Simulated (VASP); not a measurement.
Runs of VASP 6.6.1 on SiC. The structure is that of space group P6_3mc (No. 186), or close to it. The cells are those of the table. 

```tsv
cell	gap on the mesh (eV)	pressure (GPa)
atoms relaxed from a = 3.258, b = 3.258, c = 4.935 Å, angles 90.0, 90.0, 120.0°, 4 atoms	1.75	-13.6
atoms relaxed from a = 3.176, b = 3.176, c = 4.810 Å, angles 90.0, 90.0, 120.0°, 4 atoms	(b)	0.1
atoms relaxed from a = 3.172, b = 3.172, c = 5.206 Å, angles 90.0, 90.0, 120.0°, 4 atoms	2.44	-14.1
atoms relaxed from a = 3.048, b = 3.048, c = 4.805 Å, angles 90.0, 90.0, 120.0°, 4 atoms	2.17	20.7
atoms relaxed from a = 3.215, b = 3.215, c = 5.069 Å, angles 90.0, 90.0, 120.0°, 4 atoms	(a)	-14.0
```

Alike in all rows: task relaxation of the atoms; level PBE; potentials or basis VASP PAW PBE potentials, release 64 (Si, C); no spin polarisation; k mesh 12 × 12 × 6; cutoff (eV) 520; smearing gaussian 0.05 eV.

Problem. Estimate the missing entries.

Solution. (a) 2.24; (b) 1.70.

A k mesh can miss the band edges.
